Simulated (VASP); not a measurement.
Here is a VASP 6.6.1 calculation.

INCAR

```
SYSTEM = MgO
PREC = Accurate
ENCUT = 520
EDIFF = 1E-6
ISMEAR = -1
SIGMA = 0.02
LREAL = .FALSE.
LASPH = .TRUE.
NELM = 100
ALGO = Normal
ISIF = 2
LWAVE = .FALSE.
LCHARG = .FALSE.
LDIPOL = .TRUE.
IDIPOL = 3
DIPOL = 0.5 0.5 0.500
NBANDS = 21
```

KPOINTS

```
regular mesh
0
G
  10 10 1
  0 0 0
```

Contents of POSCAR:

```
MgO
1.0
    2.9410256062      0.0000000000      0.0000000000
    0.0000000000      2.9410256062      0.0000000000
    0.0000000000      0.0000000000     20.1592000000
Mg O
3 3
Direct
    0.2500000000      0.2500000000      0.3968401946
    0.7500000000      0.7500000000      0.5000000000
    0.2500000000      0.2500000000      0.6031598054
    0.7500000000      0.7500000000      0.3968401946
    0.2500000000      0.2500000000      0.5000000000
    0.7500000000      0.7500000000      0.6031598054
```

Potentials or basis: VASP PAW LDA potentials, release 64 (Mg, O).

Command:

```sh
$ cat potpaw_LDA.64/Mg/POTCAR potpaw_LDA.64/O/POTCAR > POTCAR
$ mpirun -np 1 vasp_std > vasp.out
```

Question: Predict the band gap on the k mesh.

Answer: 3.39 eV, direct.

Question: Estimate the largest force.

Answer: 0.444 eV/Å.

Forces on the atoms (eV/Å):
```
Mg   0.000  0.000  0.444
Mg   0.000  0.000  0.000
Mg   0.000  0.000 -0.444
O    0.000  0.000 -0.393
O    0.000  0.000  0.000
O    0.000  0.000  0.393
```
